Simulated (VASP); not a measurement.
# Si4HC4 in VASP: a series of runs

Runs on Si4HC4. Level: PBE. Tasks: single point.

Program: VASP 6.6.1. These are calculated values, not measurements. Logs are shortened: lines on timing, memory, paths and dates and some standing lists are left out, and cuts for length are marked.

### 1 The cell of the first run

The cell holds a slab with vacuum, 9 atoms: a = 3.092 Å, b = 5.074 Å, c = 18.969 Å, α = 90.00°, β = 90.00°, γ = 90.00°.

### 2 Single point, PBE, collinear spin, ferromagnetic start

Contents of INCAR:

```
PREC = Accurate
ENCUT = 520
EDIFF = 1E-7
ISMEAR = 0
SIGMA = 0.05
LREAL = False
LASPH = True
NELM = 150
ALGO = Normal
ISIF = 2
LWAVE = False
LCHARG = False
ISPIN = 2
MAGMOM = 0 0 0 0 0 0 0 0 1
LORBIT = 11
LDIPOL = True
IDIPOL = 3
DIPOL = 0.5 0.5 0.319
GGA = PE
NBANDS = 30
```

Contents of KPOINTS:

```
Automatic mesh
0
Gamma
  9 5 1
```

Contents of POSCAR:

```
Si4HC4
1.0
    3.0920147307      0.0000000000      0.0000000000
    0.0000000000      5.0738209340      0.0000000000
    0.0000000000      0.0000000000     18.9686857191
Si C H
4 4 1
Direct
    0.0000000000      0.9954360513      0.2108738612
    0.5000000000      0.4954360513      0.2579297186
    0.5000000000      0.9936728499      0.3565277206
    0.0000000000      0.4650509319      0.3853429995
    0.0000000000      0.6195639487      0.2108738612
    0.5000000000      0.1195639487      0.2579297186
    0.5000000000      0.6250367811      0.3569005390
    0.0000000000      0.1238202602      0.3937376490
    0.0000000000      0.9571535936      0.4385266935
```

Potentials or basis: VASP PAW PBE potentials, release 64 (Si, C, H).

Command:

```bash
cat potpaw_PBE.64/Si/POTCAR potpaw_PBE.64/C/POTCAR potpaw_PBE.64/H/POTCAR > POTCAR
mpirun -np 1 vasp_std > vasp.out
```

OUTCAR:

```text
PREC = Accurate
   ENCUT = 520
   EDIFF = 1E-7
   ISMEAR = 0
   LREAL = False
   LASPH = True
   NELM = 150
   ISIF = 2
   ISPIN = 2
   LORBIT = 11
   GGA = PE

 ion  position               nearest neighbor table
   1  0.000  0.995  0.211-   6 1.89   6 1.89   5 1.91   2 3.10   2 3.10   2 3.10   2 3.10
   2  0.500  0.495  0.258-   5 1.89   5 1.89   6 1.91   7 1.99   4 2.87   4 2.87   1 3.10   1 3.10
                             1 3.10   1 3.10   3 3.14
   3  0.500  0.994  0.357-   8 1.82   8 1.82   7 1.87   6 1.98   4 2.90   4 2.90   4 3.14   4 3.14
                             2 3.14
   4  0.000  0.465  0.385-   8 1.74   7 1.83   7 1.83   2 2.87   2 2.87   3 2.90   3 2.90   3 3.14
                             3 3.14
   5  0.000  0.620  0.211-   2 1.89   2 1.89   1 1.91
   6  0.500  0.120  0.258-   1 1.89   1 1.89   2 1.91   3 1.98
   7  0.500  0.625  0.357-   4 1.83   4 1.83   3 1.87   2 1.99
   8  0.000  0.124  0.394-   9 1.20   4 1.74   3 1.82   3 1.82
   9  0.000  0.957  0.439-   8 1.20

  LATTYP: Found a simple orthorhombic cell.
 ALAT       =     3.0920147307
 B/A-ratio  =     1.6409433253
 C/A-ratio  =     6.1347332957

  Lattice vectors:

 A1 = (   3.0920147307,   0.0000000000,   0.0000000000)
 A2 = (   0.0000000000,   5.0738209340,   0.0000000000)
 A3 = (   0.0000000000,   0.0000000000,  18.9686857191)

Analysis of symmetry for initial positions (statically):
=====================================================================
 Subroutine PRICEL returns:
 Original cell was already a primitive cell.

 Routine SETGRP: Setting up the symmetry group for a
 simple orthorhombic supercell.

 Subroutine GETGRP returns: Found  2 space group operations
 (whereof  2 operations were pure point group operations)
 out of a pool of  8 trial point group operations.

The static configuration has the point symmetry C_1h.

Analysis of symmetry for dynamics (positions and initial velocities):
=====================================================================
 Subroutine PRICEL returns:
 Original cell was already a primitive cell.

 Routine SETGRP: Setting up the symmetry group for a
 simple orthorhombic supercell.

 Subroutine GETGRP returns: Found  2 space group operations
 (whereof  2 operations were pure point group operations)
 out of a pool of  8 trial point group operations.

The dynamic configuration has the point symmetry C_1h.

Analysis of structural, dynamic, and magnetic symmetry:
=====================================================================
 Subroutine PRICEL returns:
 Original cell was already a primitive cell.

 Routine SETGRP: Setting up the symmetry group for a
 simple orthorhombic supercell.

 Subroutine GETGRP returns: Found  2 space group operations
 (whereof  2 operations were pure point group operations)
 out of a pool of  8 trial point group operations.

The overall configuration has the point symmetry C_1h.

 Subroutine INISYM returns: Found  2 space group operations
 (whereof  2 operations are pure point group operations),
 and found     1 'primitive' translations

----------------------------------------------------------------------------------------

                                     Primitive cell

  volume of cell :     297.5870

  direct lattice vectors                    reciprocal lattice vectors
     3.092014731  0.000000000  0.000000000     0.323413724  0.000000000  0.000000000
     0.000000000  5.073820934  0.000000000     0.000000000  0.197090125  0.000000000
     0.000000000  0.000000000 18.968685719     0.000000000  0.000000000  0.052718465

  length of vectors
     3.092014731  5.073820934 18.968685719     0.323413724  0.197090125  0.052718465

  position of ions in fractional coordinates (direct lattice)
     0.000000000  0.995436051  0.210873861
     0.500000000  0.495436051  0.257929719
     0.500000000  0.993672850  0.356527721
     0.000000000  0.465050932  0.385342999
     0.000000000  0.619563949  0.210873861
     0.500000000  0.119563949  0.257929719
     0.500000000  0.625036781  0.356900539
     0.000000000  0.123820260  0.393737649
     0.000000000  0.957153594  0.438526694

  ion indices of the primitive-cell ions
   primitive index   ion index
                 1           1
                 2           2
                 3           3
                 4           4
                 5           5
                 6           6
                 7           7
                 8           8
                 9           9

----------------------------------------------------------------------------------------
[... 64 lines left out ...]
   IBRION =     -1    ionic relax: 0-MD 1-quasi-New 2-CG
   NFREE  =      0    steps in history (QN), initial steepest desc. (CG)
   ISIF   =      2    stress and relaxation
   ISYM   =      2    0-nonsym 1-usesym 2-fastsym
   POTIM  = 0.5000    time-step for ionic-motion
   TEBEG  =    0.0;   TEEND  =   0.0 temperature during run
   PSTRESS=    0.0 pullay stress
   NELECT =      33.0000    total number of electrons
   NUPDOWN=      -1.0000    fix difference up-down
   EMIN   =  10.00;   EMAX   =-10.00  energy-range for DOS
   EFERMI =   0.00;   METHOD = LEGACY
   ISMEAR =     0;   SIGMA  =   0.05  broadening in eV -4-tet -1-fermi 0-gaus
   EFERMI_NEDOS =   21; number of points for ismear=-14 and -15
   IALGO  =     38    algorithm
   IMIX   =      4    mixing-type and parameters
     AMIX     =   0.40;   BMIX     =  1.00
     AMIX_MAG =   1.60;   BMIX_MAG =  1.00
  volume/ion in A,a.u.               =      33.07       223.14
  Fermi-wavevector in a.u.,A,eV,Ry     =   0.786517  1.486302  8.416688  0.618609
  Thomas-Fermi vector in A             =   1.891072
   LORBIT       =     11    0 simple, 1 ext, 2 COOP (PROOUT), +10 PAW based schemes
   GGA     = PE    functional components
   LHFCALC =     F    Hartree Fock is set to
   AEXX    =    0.0000 exact exchange contribution
   IVDW    =     0    specifies the selected vdW correction
   LEPSILON=     F    determine dielectric tensor
   LRPA    =     F    only Hartree local field effects (RPA)
 spin polarized calculation
 Gauss-broadening in eV      SIGMA  =   0.05
  energy-cutoff  :      520.00
  volume of cell :      297.59
 maximum number of plane-waves:      8052
 NGX is ok and might be reduce to    24
   NGX = 11   NGY = 19   NGZ = 71

 dipolmoment           0.000000      0.000000      0.000026 electrons x Angstroem

 number of electron      32.9999997 magnetization       0.3587776

 dipolmoment           0.000000      0.000000     -0.160847 electrons x Angstroem

 Free energy of the ion-electron system (eV)
  ---------------------------------------------------
  ext. energy  EPLUGINS =         0.00000000
  ---------------------------------------------------
  free energy    TOTEN  =       -58.23740876 eV

  energy without entropy =      -58.23496996  energy(sigma->0) =      -58.23618936

 E-fermi :  -0.0648     XC(G=0):  -4.1778

 val. band max:       -0.0650258050   @ k =   0.0000   0.2000   0.0000
 cond. band min:      -0.0338263490   @ k =   0.3333   0.4000   0.0000
 fundamental gap:      0.0311994560
 Fermi energy:        -0.0648303766

 spin component 1

 k-point     1 :       0.0000    0.0000    0.0000
  band No.  band energies     occupation
      1     -17.0780      1.00000
      2     -14.5628      1.00000
      3     -13.6510      1.00000
      4     -11.2202      1.00000
      5     -10.5882      1.00000
      6      -8.7294      1.00000
[... 454 lines left out ...]
     27       5.8730      0.00000
     28       6.5168      0.00000
 Fermi energy:        -0.0648303766

 spin component 2

 k-point     1 :       0.0000    0.0000    0.0000
  band No.  band energies     occupation
      1     -17.0496      1.00000
      2     -14.5418      1.00000
      3     -13.6228      1.00000
      4     -11.2404      1.00000
      5     -10.5566      1.00000
      6      -8.6332      1.00000
[... 454 lines left out ...]
     27       5.9480      0.00000
     28       6.6308      0.00000
 [bands above 28 left out]

------------------------ aborting loop because EDIFF is reached ----------------------------------------

 vacuum level on the upper side and lower side of the slab       (xc-potential included)        -0.913         0.885

  FORCE on cell =-STRESS in cart. coord.  units (eV):
  Direction    XX          YY          ZZ          XY          YZ          ZX
  --------------------------------------------------------------------------------------
  -------------------------------------------------------------------------------------
  Total        4.2686551     -0.1355685     -1.5001021      0.0000000      2.3991267      0.0000000
  in kB       22.9819944     -0.7298867     -8.0763932      0.0000000     12.9166482      0.0000000
  external PRESSURE =       4.7252381 kB  Pullay stress =       0.0000000 kB

 VOLUME and BASIS-vectors are now :
 -----------------------------------------------------------------------------
  energy-cutoff  :      520.00
  volume of cell :      297.59
      direct lattice vectors                 reciprocal lattice vectors
     3.092014731  0.000000000  0.000000000     0.323413724  0.000000000  0.000000000
     0.000000000  5.073820934  0.000000000     0.000000000  0.197090125  0.000000000
     0.000000000  0.000000000 18.968685719     0.000000000  0.000000000  0.052718465

 POSITION                                       TOTAL-FORCE (eV/Angst)
 -----------------------------------------------------------------------------------
      0.00000      5.05066      4.00000         0.000000     -1.896543      1.400361
      1.54601      2.51375      4.89259         0.000000      0.630188     -2.897538
      1.54601      5.04172      6.76286         0.000000     -0.677084     -3.966849
      0.00000      2.35959      7.30945         0.000000      2.739709      0.885563
      0.00000      3.14356      4.00000         0.000000      1.144215      1.588336
      1.54601      0.60665      4.89259         0.000000      0.209743      0.429977
      1.54601      3.17132      6.76993         0.000000     -0.458070      0.182821
      0.00000      0.62824      7.46869         0.000000     -3.564213      2.362709
      0.00000      4.85643      8.31828         0.000000      1.872056      0.014621
 -----------------------------------------------------------------------------------
    total drift:                                0.000000     -0.000118      0.000079

  FREE ENERGIE OF THE ION-ELECTRON SYSTEM (eV)
  ---------------------------------------------------
  free  energy   TOTEN  =       -58.2374087562 eV

  energy  without entropy=      -58.2349699552  energy(sigma->0) =      -58.23618936

 vacuum level on the upper side and lower side of the slab         2.898         4.758

 total charge

# of ion       s       p       d       tot
------------------------------------------
    1        0.748   0.874   0.000   1.622
    2        0.710   0.915   0.000   1.626
    3        0.715   0.972   0.000   1.687
    4        0.737   1.017   0.000   1.754
    5        0.861   1.523   0.000   2.384
    6        0.841   1.642   0.000   2.484
    7        0.848   1.683   0.000   2.532
    8        0.852   1.776   0.000   2.627
    9        0.539   0.037   0.000   0.576
--------------------------------------------------
tot          6.851  10.440   0.000  17.290

 magnetization (x)

# of ion       s       p       d       tot
------------------------------------------
    1        0.018   0.061   0.000   0.078
    2        0.004   0.004   0.000   0.009
    3        0.002   0.010   0.000   0.013
    4        0.004   0.027   0.000   0.031
    5       -0.002  -0.031   0.000  -0.033
    6        0.002   0.009   0.000   0.012
    7        0.001   0.005   0.000   0.006
    8        0.001   0.001   0.000   0.002
    9        0.005   0.000   0.000   0.006
--------------------------------------------------
tot          0.036   0.087   0.000   0.123
```

Wall time 15 min (1 thread of Oxide Virtual Turin-like, shared host); peak memory 0.54 GiB.

What came out:

- Free energy: -58.2374 eV
- Largest force: 4.276 eV/Å
- Net moment: 0.36 μB per cell
- Site moments: Si +0.08, +0.01, +0.03; C -0.03, +0.01, +0.00; H +0.01 μB
- Valence electrons inside the program's atomic spheres: Si 1.62, 1.63, 1.69, 1.75; C 2.38, 2.48, 2.53, 2.63; H 0.58

Forces on the atoms (eV/Å):
```
Si   0.000 -1.897  1.400
Si   0.000  0.630 -2.898
Si   0.000 -0.677 -3.967
Si   0.000  2.740  0.886
C    0.000  1.144  1.588
C    0.000  0.210  0.430
C    0.000 -0.458  0.183
C    0.000 -3.564  2.363
H    0.000  1.872  0.015
```

### 3 Single point, PBE, collinear spin, ferromagnetic start

Contents of INCAR:

```
SYSTEM = Si4HC4
PREC = Accurate
ENCUT = 520
EDIFF = 1E-6
ISMEAR = 0
SIGMA = 0.05
LREAL = .False.
LASPH = .True.
NELM = 150
ALGO = Normal
ISIF = 2
LWAVE = .False.
LCHARG = .True.
ISPIN = 2
MAGMOM = 0 0 0 0 0 0 0 0 1
LORBIT = 11
LDIPOL = .True.
IDIPOL = 3
DIPOL = 0.5 0.5 0.322
GGA = PE
LELF = .True.
LVHAR = .True.
LVACPOTAV = .True.
NBANDS = 30
```

Contents of KPOINTS:

```
regular mesh
0
Gamma
  9 5 1
  0 0 0
```

Edit POSCAR of step 2 so:

```diff
@@ -16,2 +16,2 @@
     0.0000000000      0.1238202602      0.3937376490
-    0.0000000000      0.9571535936      0.4385266935
+    0.5000000000      0.4571535936      0.4701877745
```

Potentials or basis: VASP PAW PBE potentials, release 64 (Si, C, H).

Command:

```bash
cat potpaw_PBE.64/Si/POTCAR potpaw_PBE.64/C/POTCAR potpaw_PBE.64/H/POTCAR > POTCAR
mpirun -np 1 vasp_std > vasp.out
```

OUTCAR:

```text
SYSTEM = Si4HC4
   PREC = Accurate
   ENCUT = 520
   EDIFF = 1E-6
   ISMEAR = 0
   LREAL = .False.
   LASPH = .True.
   NELM = 150
   ISIF = 2
   ISPIN = 2
   LORBIT = 11
   GGA = PE

 ion  position               nearest neighbor table
   1  0.000  0.995  0.211-   6 1.89   6 1.89   5 1.91   2 3.10   2 3.10   2 3.10   2 3.10
   2  0.500  0.495  0.258-   5 1.89   5 1.89   6 1.91   7 1.99   4 2.87   4 2.87   1 3.10   1 3.10
                             1 3.10   1 3.10   3 3.14
   3  0.500  0.994  0.357-   8 1.82   8 1.82   7 1.87   6 1.98   4 2.90   4 2.90   4 3.14   4 3.14
                             2 3.14
   4  0.000  0.465  0.385-   8 1.74   7 1.83   7 1.83   2 2.87   2 2.87   3 2.90   3 2.90   3 3.14
                             3 3.14
   5  0.000  0.620  0.211-   2 1.89   2 1.89   1 1.91
   6  0.500  0.120  0.258-   1 1.89   1 1.89   2 1.91   3 1.98
   7  0.500  0.625  0.357-   4 1.83   4 1.83   3 1.87   2 1.99
   8  0.000  0.124  0.394-   4 1.74   3 1.82   3 1.82
   9  0.500  0.457  0.470-

  LATTYP: Found a simple orthorhombic cell.
 ALAT       =     3.0920147307
 B/A-ratio  =     1.6409433253
 C/A-ratio  =     6.1347332957

  Lattice vectors:

 A1 = (   3.0920147307,   0.0000000000,   0.0000000000)
[... 1158 lines left out ...]
     3.092014731  0.000000000  0.000000000     0.323413724  0.000000000  0.000000000
     0.000000000  5.073820934  0.000000000     0.000000000  0.197090125  0.000000000
     0.000000000  0.000000000 18.968685719     0.000000000  0.000000000  0.052718465

 POSITION                                       TOTAL-FORCE (eV/Angst)
 -----------------------------------------------------------------------------------
      0.00000      5.05066      4.00000         0.000000     -2.171806      1.978256
      1.54601      2.51375      4.89259         0.000000      0.824345     -2.500504
      1.54601      5.04172      6.76286         0.000000     -0.363651      0.089880
      0.00000      2.35959      7.30945         0.000000      0.375149      1.767941
      0.00000      3.14356      4.00000         0.000000      1.266793      1.428549
      1.54601      0.60665      4.89259         0.000000      0.307483     -0.941026
      1.54601      3.17132      6.76993         0.000000      0.229928     -1.243836
      0.00000      0.62824      7.46869         0.000000     -0.453411     -0.555099
      1.54601      2.31952      8.91884         0.000000     -0.014830     -0.024161
 -----------------------------------------------------------------------------------
    total drift:                                0.000000     -0.000128      0.000032

  FREE ENERGIE OF THE ION-ELECTRON SYSTEM (eV)
  ---------------------------------------------------
  free  energy   TOTEN  =       -56.4812949576 eV

  energy  without entropy=      -56.4812914490  energy(sigma->0) =      -56.48129320

 vacuum level on the upper side and lower side of the slab         4.297         3.694

 total charge

# of ion       s       p       d       tot
------------------------------------------
    1        0.747   0.866   0.000   1.613
    2        0.711   0.924   0.000   1.635
    3        0.712   0.968   0.000   1.681
    4        0.738   0.967   0.000   1.705
    5        0.853   1.533   0.000   2.386
    6        0.853   1.627   0.000   2.480
    7        0.857   1.691   0.000   2.548
    8        0.868   1.660   0.000   2.527
    9        0.414   0.004   0.000   0.418
--------------------------------------------------
tot          6.753  10.240   0.000  16.993

 magnetization (x)

# of ion       s       p       d       tot
------------------------------------------
    1        0.003   0.012   0.000   0.016
    2        0.000   0.008   0.000   0.008
    3       -0.000   0.001   0.000   0.001
    4       -0.003  -0.027   0.000  -0.031
    5        0.004   0.036   0.000   0.040
    6        0.007   0.011   0.000   0.018
    7        0.010   0.059   0.000   0.070
    8        0.014   0.104   0.000   0.118
    9        0.238   0.000   0.000   0.238
--------------------------------------------------
tot          0.274   0.204   0.000   0.478
```

Wall time 12 min (1 thread of Oxide Virtual Turin-like, shared host); peak memory 0.53 GiB.

What came out:

| Item | Value |
| --- | --- |
| Free energy | -56.4813 eV |
| Largest force | 2.938 eV/Å |
| Band gap on the k mesh | 0.24 eV, indirect (least direct gap 0.31 eV) |
| Net moment | 1.00 μB per cell |
| Site moments | Si +0.02, +0.01, +0.00, -0.03; C +0.04, +0.02, +0.07, +0.12; H +0.24 μB |
| Valence electrons inside the program's atomic spheres | Si 1.61, 1.64, 1.68, 1.71; C 2.39, 2.48, 2.55, 2.53; H 0.42 |

Forces in eV/Å, atoms in the order of the input:
```
Si   0.000 -2.172  1.978
Si   0.000  0.824 -2.501
Si   0.000 -0.364  0.090
Si   0.000  0.375  1.768
C    0.000  1.267  1.429
C    0.000  0.307 -0.941
C    0.000  0.230 -1.244
C    0.000 -0.453 -0.555
H    0.000 -0.015 -0.024
```

(Part 1 of 2 ends here.)
